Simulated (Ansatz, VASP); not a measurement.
**Two plane-wave programs on Ti**

Contents of INCAR:

```
PREC = Accurate
ENCUT = 520
EDIFF = 1E-6
ISMEAR = 0
SIGMA = 0.15
LREAL = False
LASPH = True
NELM = 100
ALGO = Fast
ISIF = 2
LWAVE = False
LCHARG = False
GGA = PS
NBANDS = 12
```

KPOINTS

```
regular mesh
0
Gamma
  20 20 20
```

Contents of POSCAR:

```
Ti
1.0
    0.0000000000      1.9538750000      1.9538750000
    2.0300000000     -0.0761250000      2.0300000000
    2.0300000000      2.0300000000     -0.0761250000
Ti
1
Direct
    0.0000000000      0.0000000000      0.0000000000
```

Input for Ansatz:

```yaml
crystal:
  lattice:
    - [0.0, 1.953875, 1.953875]
    - [2.03, -0.076125, 2.03]
    - [2.03, 2.03, -0.076125]
  atoms:
    - { symbol: Ti, position: [0.0, 0.0, 0.0] }
basis:
  ecutwfc: 420
kpoints:
  mp_grid: { grid: [20, 20, 20] }
hamiltonian:
  xc: pbesol
scf:
  occupations: { method: gaussian, width: 0.15 }
output:
  forces: true
  stress: true
  eigenvalues: true
```

Change from the starting cell: strain -0.0750 x Voigt [0, 0, 0, 1, 0, 0], atoms carried along.

Alike in both runs: task single point; functional PBEsol; k mesh 20 × 20 × 20; occupations gaussian, width 0.15 eV; no spin polarisation.

|  | VASP | Ansatz |
| --- | --- | --- |
| version | VASP 6.6.1 | Ansatz 0.2.0 |
| potentials or method | VASP PAW PBE potentials, release 64 (Ti_sv), cutoff 520 eV | scalar-relativistic, plane waves, PAW |
| valence electrons in the cell | 12 | 12 |

Ansatz gave:

* gap on the k mesh at the Fermi level (eV): none
* pressure (GPa): 0.0
* traceless stress, the component that is largest in VASP (GPa): 4.35

Problem. What did VASP give for the same quantities?

Solution. gap on the k mesh at the Fermi level (eV): none; pressure (GPa): -0.4; traceless stress, the component that is largest in VASP (GPa): 4.31.

VASP's potentials were made for PBE, not for PBEsol. A gap of «none» marks a metal or a gap that the smearing closes. With one functional, cell and mesh, what is left measures potentials, basis and numerics.
